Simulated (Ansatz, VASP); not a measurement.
# SrReP2: VASP beside Ansatz

INCAR

```
PREC = Accurate
ENCUT = 520
EDIFF = 1E-6
ISMEAR = 0
SIGMA = 0.1
LREAL = F
LASPH = T
NELM = 100
ALGO = Normal
ISIF = 2
LWAVE = F
LCHARG = T
GGA = PE
LELF = T
LVHAR = T
NBANDS = 22
```

File KPOINTS:

```
regular mesh
0
Gamma
  6 6 2
```

Contents of POSCAR:

```
SrReP2
1.0
    3.1920000000      0.0000000000      0.0000000000
   -1.5960000000      2.7643530900      0.0000000000
    0.0000000000      0.0000000000      8.6868736600
Sr Re P
1 1 2
Direct
    0.0000000000      0.0000000000      0.5000000000
    0.6666666700      0.3333333300      0.0000000000
    0.0000000000      0.0000000000      0.8230160900
    0.0000000000      0.0000000000      0.1769839100
```

Input for Ansatz:

```yaml
crystal:
  lattice:
    - [3.192, 0.0, 0.0]
    - [-1.596, 2.76435309, 0.0]
    - [0.0, 0.0, 8.68687366]
  atoms:
    - { symbol: Sr, position: [0.0, 0.0, 0.5] }
    - { symbol: Re, position: [0.66666667, 0.33333333, 0.0] }
    - { symbol: P, position: [0.0, 0.0, 0.82301609] }
    - { symbol: P, position: [0.0, 0.0, 0.17698391] }
basis:
  ecutwfc: 420
kpoints:
  mp_grid: { grid: [6, 6, 2] }
hamiltonian:
  xc: pbe
scf:
  occupations: { method: gaussian, width: 0.1 }
  lower_state_search: "off"
output:
  forces: true
  stress: true
  eigenvalues: true
```

Alike in both runs: task single point; functional PBE; k mesh 6 × 6 × 2; occupations gaussian, width 0.1 eV; no spin polarisation.

|  | VASP | Ansatz |
| --- | --- | --- |
| version | VASP 6.6.1 | Ansatz 0.2.0 |
| potentials or method | VASP PAW PBE potentials, release 64 (Sr_sv, Re, P), cutoff 520 eV | scalar-relativistic, plane waves, PAW |
| valence electrons in the cell | 27 | 35 |

Ansatz gave:

| Item | Value |
| --- | --- |
| gap on the k mesh at the Fermi level (eV) | none |
| pressure (GPa) | 11.7 |
| traceless stress, the component that is largest in VASP (GPa) | 3.52 |
| rms of the force components (eV/Å) | 0.026 |

Question: Estimate VASP's values.

Answer: gap on the k mesh at the Fermi level (eV): none; pressure (GPa): 12.1; traceless stress, the component that is largest in VASP (GPa): 3.65; rms of the force components (eV/Å): 0.016.

Atom by atom the forces differ by 0.010 eV/Å (rms over components). A gap of «none» marks a metal or a gap that the smearing closes. With one functional, cell and mesh, what is left measures potentials, basis and numerics. VASP's potentials hold 27 valence electrons a cell and Ansatz's 35, so a difference there can come from the potentials and not from the codes.

The k mesh is coarse, so the values compare programs but aren't converged. Spin-orbit coupling is off throughout.
